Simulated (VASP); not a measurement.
# K4Zn4F13 (a cell with a defect) in VASP: settings compared

K4Zn4F13 (a cell with a defect) is run at these levels: PBEsol+D3(BJ), revPBE, PBEsol, PBE; tasks: single point.

All numbers are computed with VASP 6.6.1; they aren't measurements. Logs are shortened: lines on timing, memory, paths and dates and some standing lists are left out, and cuts for length are marked.

**1. The cell of the first run**

The cell holds a defect, 21 atoms: a = 8.105 Å, b = 8.105 Å, c = 4.052 Å, α = 90.00°, β = 90.00°, γ = 90.00°.

**2. Single point, PBEsol+D3(BJ)**

Input file INCAR:

```
PREC = Accurate
ENCUT = 520
EDIFF = 1E-6
ISMEAR = -1
SIGMA = 0.05
LREAL = Auto
LASPH = True
NELM = 100
ALGO = Normal
ISIF = 2
LWAVE = False
LCHARG = True
GGA = PS
IVDW = 12
LELF = True
LVHAR = True
NBANDS = 104
NELECT = 176.0
```

Input file KPOINTS:

```
Automatic mesh
0
Gamma
  2 2 2
  0.5 0.5 0.5
```

Input file POSCAR:

```
K4Zn4F13
1.0
    8.1045260000      0.0000000000      0.0000000000
    0.0000000000      8.1045260000      0.0000000000
    0.0000000000      0.0000000000      4.0522630000
K Zn F
4 4 13
Direct
    0.0062370000      0.0030070000      0.9970090000
    0.9912670000      0.5058640000      0.0106270000
    0.4959160000      0.9969370000      0.9862750000
    0.4975880000      0.5033760000      0.0010660000
    0.2480160000      0.2430600000      0.5004980000
    0.2543900000      0.7467760000      0.4957000000
    0.7516430000      0.2543240000      0.5001540000
    0.7396280000      0.7601460000      0.4733010000
    0.2447980000      0.2517080000      0.0117970000
    0.2587270000      0.7461790000      0.0004270000
    0.7425480000      0.2557090000      0.0062000000
    0.7460740000      0.7512860000      0.9992690000
    0.0015570000      0.2521140000      0.5132870000
    0.9951220000      0.7505230000      0.4906480000
    0.5105930000      0.2518540000      0.4942340000
    0.4951600000      0.7461450000      0.5090990000
    0.2463570000      0.9953360000      0.5067490000
    0.2561500000      0.5024500000      0.4953550000
    0.7593150000      0.0101360000      0.5007750000
    0.7582430000      0.4980780000      0.5030690000
    0.5007890000      0.7554660000      0.9938470000
```

Potentials or basis: VASP PAW PBE potentials, release 64 (K_sv, Zn, F).

The run is started by

```sh
cat potpaw_PBE.64/K_sv/POTCAR potpaw_PBE.64/Zn/POTCAR potpaw_PBE.64/F/POTCAR > POTCAR
mpirun -np 1 vasp_std > vasp.out
```

OUTCAR:

```text
PREC = Accurate
   ENCUT = 520
   EDIFF = 1E-6
   ISMEAR = -1
   LREAL = Auto
   LASPH = True
   NELM = 100
   ISIF = 2
   GGA = PS
   IVDW = 12
   NELECT = 176.0
 IVDW          = 12

 ion  position               nearest neighbor table
   1  0.006  0.003  0.997-  17 2.78   9 2.79  13 2.81  19 2.84  17 2.84   5 3.42
   2  0.991  0.506  0.011-  20 2.75  14 2.78  20 2.79  12 2.81
   3  0.496  0.997  0.986-  21 1.96  10 2.80  17 2.80  16 2.81  12 2.84   8 3.39
   4  0.498  0.503  0.001-  21 2.04  10 2.76  18 2.80  16 2.80  11 2.82  18 2.83  12 2.84  16 2.85
                            15 2.86
   5  0.248  0.243  0.500-   9 1.98  13 2.00  17 2.01   9 2.07  18 2.10  15 2.13   1 3.42
   6  0.254  0.747  0.496-  16 1.95  18 1.98  10 2.01  17 2.02  10 2.05  14 2.10
   7  0.752  0.254  0.500-  15 1.95  20 1.98  19 1.98  11 2.00  13 2.03  11 2.05
   8  0.740  0.760  0.473-  12 1.92  16 1.99  19 2.04  14 2.07  20 2.13  12 2.13   3 3.39
   9  0.245  0.252  0.012-   5 1.98   5 2.07   1 2.79
  10  0.259  0.746  0.000-   6 2.01   6 2.05   4 2.76   3 2.80
  11  0.743  0.256  0.006-   7 2.00   7 2.05   4 2.82
  12  0.746  0.751  0.999-   8 1.92   8 2.13   2 2.81   3 2.84   4 2.84
  13  0.002  0.252  0.513-   5 2.00   7 2.03   1 2.81
  14  0.995  0.751  0.491-   8 2.07   6 2.10   2 2.78
  15  0.511  0.252  0.494-   7 1.95   5 2.13   4 2.86
  16  0.495  0.746  0.509-   6 1.95   8 1.99   4 2.80   3 2.81   4 2.85
  17  0.246  0.995  0.507-   5 2.01   6 2.02   1 2.78   3 2.80   1 2.84
  18  0.256  0.502  0.495-   6 1.98   5 2.10   4 2.80   4 2.83
  19  0.759  0.010  0.501-   7 1.98   8 2.04   1 2.84
  20  0.758  0.498  0.503-   7 1.98   8 2.13   2 2.75   2 2.79
  21  0.501  0.755  0.994-   3 1.96   4 2.04

  LATTYP: Found a simple tetragonal cell.
 ALAT       =     8.1045260000
 C/A-ratio  =     0.5000000000

  Lattice vectors:

 A1 = (   8.1045260000,   0.0000000000,   0.0000000000)
 A2 = (   0.0000000000,   8.1045260000,   0.0000000000)
 A3 = (   0.0000000000,   0.0000000000,   4.0522630000)

Analysis of symmetry for initial positions (statically):
=====================================================================
 Subroutine PRICEL returns:
 Original cell was already a primitive cell.

 Routine SETGRP: Setting up the symmetry group for a
 simple tetragonal supercell.

 Subroutine GETGRP returns: Found  1 space group operations
 (whereof  1 operations were pure point group operations)
 out of a pool of 16 trial point group operations.

The static configuration has the point symmetry C_1 .

Analysis of symmetry for dynamics (positions and initial velocities):
=====================================================================
 Subroutine PRICEL returns:
 Original cell was already a primitive cell.

 Routine SETGRP: Setting up the symmetry group for a
 simple tetragonal supercell.

 Subroutine GETGRP returns: Found  1 space group operations
 (whereof  1 operations were pure point group operations)
 out of a pool of 16 trial point group operations.

The dynamic configuration has the point symmetry C_1 .

 Subroutine INISYM returns: Found  1 space group operations
 (whereof  1 operations are pure point group operations),
 and found     1 'primitive' translations

----------------------------------------------------------------------------------------

                                     Primitive cell

  volume of cell :     266.1662

  direct lattice vectors                    reciprocal lattice vectors
     8.104526000  0.000000000  0.000000000     0.123387845  0.000000000  0.000000000
     0.000000000  8.104526000  0.000000000     0.000000000  0.123387845  0.000000000
     0.000000000  0.000000000  4.052263000     0.000000000  0.000000000  0.246775691

  length of vectors
     8.104526000  8.104526000  4.052263000     0.123387845  0.123387845  0.246775691

  position of ions in fractional coordinates (direct lattice)
     0.006237000  0.003007000  0.997009000
     0.991267000  0.505864000  0.010627000
     0.495916000  0.996937000  0.986275000
     0.497588000  0.503376000  0.001066000
     0.248016000  0.243060000  0.500498000
     0.254390000  0.746776000  0.495700000
[... 13 lines left out ...]
     0.758243000  0.498078000  0.503069000
     0.500789000  0.755466000  0.993847000

  ion indices of the primitive-cell ions
   primitive index   ion index
                 1           1
                 2           2
                 3           3
                 4           4
                 5           5
                 6           6
[... 13 lines left out ...]
                20          20
                21          21

----------------------------------------------------------------------------------------

 KPOINTS: Automatic mesh

Automatic generation of k-mesh.
 Grid dimensions read from file:
 generate k-points for:    2    2    2

 Generating k-lattice:

  Cartesian coordinates                     Fractional coordinates (reciprocal lattice)
[... 45 lines left out ...]
   PSTRESS=    0.0 pullay stress
   NELECT =     176.0000    total number of electrons
   NUPDOWN=      -1.0000    fix difference up-down
   EMIN   =  10.00;   EMAX   =-10.00  energy-range for DOS
   EFERMI =   0.00;   METHOD = LEGACY
   ISMEAR =    -1;   SIGMA  =   0.05  broadening in eV -4-tet -1-fermi 0-gaus
   EFERMI_NEDOS =   21; number of points for ismear=-14 and -15
   IALGO  =     38    algorithm
   IMIX   =      4    mixing-type and parameters
     AMIX     =   0.40;   BMIX     =  1.00
     AMIX_MAG =   1.60;   BMIX_MAG =  1.00
  volume/ion in A,a.u.               =      12.67        85.53
  Fermi-wavevector in a.u.,A,eV,Ry     =   1.426247  2.695216 27.676709  2.034181
  Thomas-Fermi vector in A             =   2.546545
   LORBIT       =      0    0 simple, 1 ext, 2 COOP (PROOUT), +10 PAW based schemes
   GGA     = PS    functional components
   LHFCALC =     F    Hartree Fock is set to
   AEXX    =    0.0000 exact exchange contribution
   IVDW    =    12    specifies the selected vdW correction
   LEPSILON=     F    determine dielectric tensor
   LRPA    =     F    only Hartree local field effects (RPA)
 non-spin polarized calculation
  energy-cutoff  :      520.00
  volume of cell :      266.17
 maximum number of plane-waves:      7166
   NGX = 31   NGY = 31   NGZ = 15

 number of electron     176.0000013 magnetization

 Free energy of the ion-electron system (eV)
  ---------------------------------------------------
  ext. energy  EPLUGINS =         0.00000000
  ---------------------------------------------------
  free energy    TOTEN  =       -82.08561151 eV

  energy without entropy =      -82.08561149  energy(sigma->0) =      -82.08561150

 E-fermi :   3.2808     XC(G=0): -10.3757

 val. band max:        2.3106112122   @ k =   0.2500   0.2500   0.2500
 cond. band min:       4.2491293607   @ k =   0.2500  -0.2500   0.2500
 fundamental gap:      1.9385181485
 Fermi energy:         3.2807644804

 k-point     1 :       0.2500    0.2500    0.2500
  band No.  band energies     occupation
      1     -28.2909      2.00000
      2     -28.0865      2.00000
      3     -26.6319      2.00000
      4     -26.5179      2.00000
      5     -22.7195      2.00000
      6     -22.4751      2.00000
[... 92 lines left out ...]
     99       9.0547      0.00000
    100       9.2319      0.00000

 k-point     2 :      -0.2500    0.2500    0.2500
  band No.  band energies     occupation
      1     -28.2909      2.00000
      2     -28.0865      2.00000
      3     -26.6319      2.00000
      4     -26.5179      2.00000
      5     -22.7198      2.00000
      6     -22.4742      2.00000
[... 92 lines left out ...]
     99       9.0315      0.00000
    100       9.2081      0.00000

 k-point     3 :      -0.2500   -0.2500    0.2500
  band No.  band energies     occupation
      1     -28.2909      2.00000
      2     -28.0865      2.00000
      3     -26.6317      2.00000
      4     -26.5181      2.00000
      5     -22.7198      2.00000
      6     -22.4744      2.00000
[... 92 lines left out ...]
     99       9.0447      0.00000
    100       9.2341      0.00000

 k-point     4 :       0.2500   -0.2500    0.2500
  band No.  band energies     occupation
      1     -28.2909      2.00000
      2     -28.0865      2.00000
      3     -26.6318      2.00000
      4     -26.5181      2.00000
      5     -22.7195      2.00000
      6     -22.4756      2.00000
[... 92 lines left out ...]
     99       9.0220      0.00000
    100       9.2515      0.00000
 [bands above 100 left out]

------------------------ aborting loop because EDIFF is reached ----------------------------------------

 Edisp (eV)   -2.87427

 E8    (eV) :    -1.8297

  FORCE on cell =-STRESS in cart. coord.  units (eV):
  Direction    XX          YY          ZZ          XY          YZ          ZX
  --------------------------------------------------------------------------------------
  -------------------------------------------------------------------------------------
  Total      18.05666    16.97363    18.41546     0.04046    -0.04233    -0.11484
  in kB     108.69139   102.17210   110.85115     0.24355    -0.25482    -0.69127
  external pressure =      107.24 kB  Pullay stress =        0.00 kB

 VOLUME and BASIS-vectors are now :
 -----------------------------------------------------------------------------
  energy-cutoff  :      520.00
  volume of cell :      266.17
      direct lattice vectors                 reciprocal lattice vectors
     8.104526000  0.000000000  0.000000000     0.123387845  0.000000000  0.000000000
     0.000000000  8.104526000  0.000000000     0.000000000  0.123387845  0.000000000
     0.000000000  0.000000000  4.052263000     0.000000000  0.000000000  0.246775691

 POSITION                                       TOTAL-FORCE (eV/Angst)
 -----------------------------------------------------------------------------------
      0.05055      0.02437      4.04014        -0.172874     -0.335579      0.013600
      8.03375      4.09979      0.04306         0.059658      0.234622     -0.088787
      4.01916      8.07970      3.99665         0.012537      3.568261     -0.006079
      4.03271      4.07962      0.00432         0.009709     -2.225787     -0.001255
      2.01005      1.96989      2.02815         0.792319      0.580155      0.279562
      2.06171      6.05227      2.00871         0.525542     -0.026047      0.088359
[... 13 lines left out ...]
      6.14520      4.03669      2.03857         0.160163      0.225939     -0.000398
      4.05866      6.12269      4.02733         0.650041     -0.717981      1.401534
 -----------------------------------------------------------------------------------
    total drift:                               -0.010886      0.003973      0.011587

  FREE ENERGIE OF THE ION-ELECTRON SYSTEM (eV)
  ---------------------------------------------------
  free  energy   TOTEN  =       -84.9598799598 eV

  energy  without entropy=      -84.9598799443  energy(sigma->0) =      -84.95987995
```

It took 7.9 min on 1 thread of Intel Xeon 8259CL, shared host; peak memory 0.36 GiB.

Results:

* Free energy: -84.9599 eV
* Largest force: 4.654 eV/Å
* Dispersion energy per atom: -0.137 eV

Forces in eV/Å, atoms in the order of the input:
```
K   -0.173 -0.336  0.014
K    0.060  0.235 -0.089
K    0.013  3.568 -0.006
K    0.010 -2.226 -0.001
Zn   0.792  0.580  0.280
Zn   0.526 -0.026  0.088
Zn  -0.168  0.079  0.172
Zn  -0.833 -0.417  0.738
F   -0.126 -0.100 -0.438
F   -4.653 -0.055 -0.104
F    0.451 -0.060 -0.253
F    4.243  0.008 -0.690
F    0.142 -0.024 -0.018
F    0.176  0.063  0.072
F   -1.190 -0.107  0.097
F    0.340 -0.144 -1.345
F   -0.203  0.675 -0.019
F   -0.387 -1.051  0.087
F    0.170 -0.170  0.015
F    0.160  0.226  0.000
F    0.650 -0.718  1.402
```

Caveat: the k points lie up to 0.78 Å⁻¹ apart; the cell carries a net charge on a neutralising background, which shifts energy and pressure; the cell is charged against a uniform background, so pressure and absolute levels hang on convention; the PAW data sets were made with another functional, which shifts forces and pressure a little.

**3. Single point, revPBE**

Input file INCAR:

```
PREC = Accurate
ENCUT = 520
EDIFF = 1E-6
ISMEAR = -1
SIGMA = 0.05
LREAL = Auto
LASPH = True
NELM = 80
ALGO = Normal
ISIF = 2
LWAVE = False
LCHARG = False
GGA = RE
NBANDS = 104
NELECT = 176.0
```

KPOINTS is that of step 2.

POSCAR is that of step 2.

Potentials or basis: VASP PAW PBE potentials, release 64 (K_sv, Zn, F).

The run is started by

```sh
cat potpaw_PBE.64/K_sv/POTCAR potpaw_PBE.64/Zn/POTCAR potpaw_PBE.64/F/POTCAR > POTCAR
mpirun -np 1 vasp_std > vasp.out
```

Run time: 6 min. Hardware: 1 thread of Intel Xeon 8259CL, shared host; peak memory 0.36 GiB.

The run converged. Its results:

```
Free energy   : -70.9420 eV
Largest force : 4.979 eV/Å
```

Forces on the atoms (eV/Å):
```
K   -0.201 -0.359  0.024
K    0.107  0.229 -0.114
K    0.026  3.832  0.016
K    0.023 -2.459 -0.004
Zn   0.884  0.622  0.334
Zn   0.440 -0.006  0.104
Zn  -0.128  0.077  0.199
Zn  -0.832 -0.438  0.841
F   -0.123 -0.077 -0.506
F   -4.977 -0.061 -0.125
F    0.466 -0.077 -0.289
F    4.538  0.003 -0.824
F    0.129 -0.009 -0.015
F    0.205  0.065  0.094
F   -1.331 -0.114  0.099
F    0.381 -0.160 -1.401
F   -0.212  0.691 -0.027
F   -0.422 -1.152  0.099
F    0.186 -0.220  0.022
F    0.160  0.324  0.015
F    0.681 -0.711  1.457
```

Levels at points of the mesh, in eV from the Fermi level:
```
           k point  band 85  band 86  band 87  band 88  band 89  band 90  band 91  band 92
(0.25, 0.25, 0.25)    -4.28    -2.46    -1.26    -1.05     1.05     2.33     2.76     3.57
```

Caveat: the k points lie up to 0.78 Å⁻¹ apart; the cell carries a net charge on a neutralising background, which shifts energy and pressure; the cell is charged against a uniform background, so pressure and absolute levels hang on convention; the PAW data sets were made with another functional, which shifts forces and pressure a little.

**4. Single point, PBEsol**

Changes to INCAR since step 3:

```diff
@@ -12,4 +12,4 @@
 LCHARG = False
-GGA = RE
+GGA = PS
+NELECT = 176.0
 NBANDS = 104
-NELECT = 176.0
```

KPOINTS is that of step 3.

POSCAR is that of step 3.

The run is started by

```sh
cat potpaw_PBE.64/K_sv/POTCAR potpaw_PBE.64/Zn/POTCAR potpaw_PBE.64/F/POTCAR > POTCAR
mpirun -np 1 vasp_std > vasp.out
```

Wall time 1.7 min (1 thread of Intel Xeon 6975P-C (Granite Rapids), shared host); peak memory 0.35 GiB.

It converged, with:

```
Free energy   : -82.0856 eV
Largest force : 4.655 eV/Å
```

Forces on the atoms (eV/Å):
```
K   -0.173 -0.334  0.013
K    0.060  0.233 -0.089
K    0.012  3.568 -0.006
K    0.010 -2.225 -0.002
Zn   0.790  0.581  0.279
Zn   0.526 -0.025  0.088
Zn  -0.165  0.079  0.172
Zn  -0.833 -0.418  0.739
F   -0.126 -0.100 -0.438
F   -4.653 -0.055 -0.104
F    0.452 -0.060 -0.253
F    4.243  0.008 -0.690
F    0.142 -0.024 -0.018
F    0.176  0.063  0.072
F   -1.190 -0.107  0.097
F    0.340 -0.144 -1.345
F   -0.204  0.675 -0.019
F   -0.388 -1.051  0.087
F    0.171 -0.169  0.015
F    0.161  0.225  0.000
F    0.650 -0.718  1.402
```

Levels at points of the mesh, in eV from the Fermi level:
```
           k point  band 86  band 87  band 88  band 89  band 90  band 91
(0.25, 0.25, 0.25)    -2.36    -1.17    -0.97     0.97     2.26     2.67
```

Caveat: the k points lie up to 0.78 Å⁻¹ apart; the cell carries a net charge on a neutralising background, which shifts energy and pressure; the cell is charged against a uniform background, so pressure and absolute levels hang on convention; the PAW data sets were made with another functional, which shifts forces and pressure a little.

**5. Single point, PBEsol**

Input file INCAR:

```
  ALGO = Normal
  EDIFF = 1E-7
  ENCUT = 520
  GGA = PS
  ISIF = 2
  ISMEAR = -5
  LASPH = T
  LCHARG = T
  LELF = T
  LREAL = Auto
  LVHAR = T
  LWAVE = F
  NBANDS = 104
  NELECT = 176.0
  NELM = 100
  PREC = Accurate
  SIGMA = 0.05
```

KPOINTS is that of step 4.

POSCAR is that of step 4.

The run is started by

```sh
cat potpaw_PBE.64/K_sv/POTCAR potpaw_PBE.64/Zn/POTCAR potpaw_PBE.64/F/POTCAR > POTCAR
mpirun -np 1 vasp_std > vasp.out
```

It took 1.8 min on 1 thread of Intel Xeon 6975P-C (Granite Rapids), shared host; peak memory 0.35 GiB.

Results (log left out):

* Free energy: -82.0856 eV
* Largest force: 4.654 eV/Å

Forces on the atoms (eV/Å):
```
K   -0.173 -0.334  0.013
K    0.060  0.233 -0.089
K    0.012  3.568 -0.006
K    0.010 -2.225 -0.002
Zn   0.790  0.581  0.279
Zn   0.526 -0.025  0.088
Zn  -0.165  0.079  0.172
Zn  -0.833 -0.418  0.739
F   -0.126 -0.100 -0.438
F   -4.653 -0.055 -0.104
F    0.452 -0.060 -0.253
F    4.243  0.008 -0.690
F    0.142 -0.024 -0.018
F    0.176  0.063  0.072
F   -1.190 -0.107  0.097
F    0.340 -0.144 -1.345
F   -0.204  0.676 -0.019
F   -0.388 -1.051  0.087
F    0.171 -0.169  0.015
F    0.160  0.225  0.000
F    0.650 -0.718  1.402
```

Levels at points of the mesh, in eV from the Fermi level:
```
           k point  band 85  band 86  band 87  band 88  band 89  band 90  band 91  band 92
(0.25, 0.25, 0.25)    -3.22    -1.42    -0.24    -0.04     1.90     3.19     3.61     4.41
```

Caveat: the k points lie up to 0.78 Å⁻¹ apart; the cell carries a net charge on a neutralising background, which shifts energy and pressure; the cell is charged against a uniform background, so pressure and absolute levels hang on convention; the PAW data sets were made with another functional, which shifts forces and pressure a little.

**6. Single point, PBE**

Input file INCAR:

```
PREC = Accurate
ENCUT = 520
EDIFF = 1E-6
ISMEAR = -1
SIGMA = 0.05
LREAL = Auto
LASPH = True
NELM = 80
ALGO = Normal
ISIF = 2
LWAVE = False
LCHARG = False
GGA = PE
NBANDS = 104
NELECT = 176.0
```

KPOINTS is that of step 5.

POSCAR is that of step 5.

Potentials or basis: VASP PAW PBE potentials, release 64 (K_sv, Zn, F).

The run is started by

```sh
cat potpaw_PBE.64/K_sv/POTCAR potpaw_PBE.64/Zn/POTCAR potpaw_PBE.64/F/POTCAR > POTCAR
mpirun -np 1 vasp_std > vasp.out
```

It took 99 s on 1 thread of Intel Xeon 6975P-C (Granite Rapids), shared host; peak memory 0.35 GiB.

Results (log left out):

```
Free energy   : -77.0747 eV
Largest force : 4.862 eV/Å
```

Forces in eV/Å, atoms in the order of the input:
```
K   -0.191 -0.349  0.019
K    0.090  0.228 -0.106
K    0.020  3.773  0.007
K    0.017 -2.405 -0.004
Zn   0.855  0.611  0.318
Zn   0.457 -0.011  0.100
Zn  -0.138  0.076  0.191
Zn  -0.823 -0.431  0.814
F   -0.126 -0.085 -0.486
F   -4.860 -0.059 -0.119
F    0.459 -0.070 -0.278
F    4.433  0.003 -0.785
F    0.132 -0.015 -0.015
F    0.194  0.064  0.086
F   -1.286 -0.111  0.098
F    0.369 -0.156 -1.381
F   -0.209  0.683 -0.023
F   -0.406 -1.120  0.094
F    0.183 -0.205  0.021
F    0.162  0.296  0.010
F    0.670 -0.720  1.438
```

Levels at points of the mesh, in eV from the Fermi level:
```csv
k point,band 86,band 87,band 88,band 89,band 90,band 91
"(0.25, 0.25, 0.25)",-2.40,-1.21,-1.01,1.01,2.29,2.71
```

Caveat: the k points lie up to 0.78 Å⁻¹ apart; the cell carries a net charge on a neutralising background, which shifts energy and pressure; the cell is charged against a uniform background, so pressure and absolute levels hang on convention.
